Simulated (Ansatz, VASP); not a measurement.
## Two plane-wave programs on BaF2

Contents of INCAR:

```
PREC = Accurate
ENCUT = 600
EDIFF = 1E-6
ISMEAR = 0
SIGMA = 0.05
LREAL = False
LASPH = True
NELM = 120
ALGO = Normal
ISIF = 2
LWAVE = False
LCHARG = False
GGA = PE
NBANDS = 19
GGA_COMPAT = False
```

The input KPOINTS:

```
Automatic mesh
0
Gamma
  10 10 10
```

File POSCAR:

```
BaF2
1.0
    0.0000000000      3.1103474992      3.1103474992
    3.1103474992      0.0000000000      3.1103474992
    3.1103474992      3.1103474992      0.0000000000
Ba F
1 2
Direct
    0.0000000000      0.0000000000      0.0000000000
    0.2500000000      0.2500000000      0.2500000000
    0.7500000000      0.7500000000      0.7500000000
```

Input for Ansatz:

```yaml
crystal:
  lattice:
    - [0.0, 3.1103474992, 3.1103474992]
    - [3.1103474992, 0.0, 3.1103474992]
    - [3.1103474992, 3.1103474992, 0.0]
  atoms:
    - { symbol: Ba, position: [0.0, 0.0, 0.0] }
    - { symbol: F, position: [0.25, 0.25, 0.25] }
    - { symbol: F, position: [0.75, 0.75, 0.75] }
basis:
  ecutwfc: 420
  ecutrho_ratio: 4
kpoints:
  mp_grid: { grid: [10, 10, 10] }
hamiltonian:
  xc: pbe
scf:
  occupations: { method: gaussian, width: 0.05 }
output:
  forces: true
  stress: true
  eigenvalues: true
```

Alike in both runs: task single point; functional PBE; k mesh 10 × 10 × 10; occupations gaussian, width 0.05 eV; no spin polarisation.

|  | VASP | Ansatz |
| --- | --- | --- |
| version | VASP 6.6.1 | Ansatz 0.2.0 |
| potentials or method | VASP PAW PBE potentials, release 64 (Ba_sv, F), cutoff 600 eV | scalar-relativistic, plane waves, PAW |
| valence electrons in the cell | 24 | 24 |

|  | VASP | Ansatz | Ansatz less VASP |
| --- | --- | --- | --- |
| gap on the k mesh at the Fermi level (eV) | 6.72 | 6.79 | +0.069 |
| least direct gap on the mesh (eV) | 6.79 | 6.88 | +0.083 |
| pressure (GPa) | 1.6 | 0.7 | -0.96 |

With one functional, cell and mesh, what is left measures potentials, basis and numerics.

Neither program's run includes spin-orbit coupling.
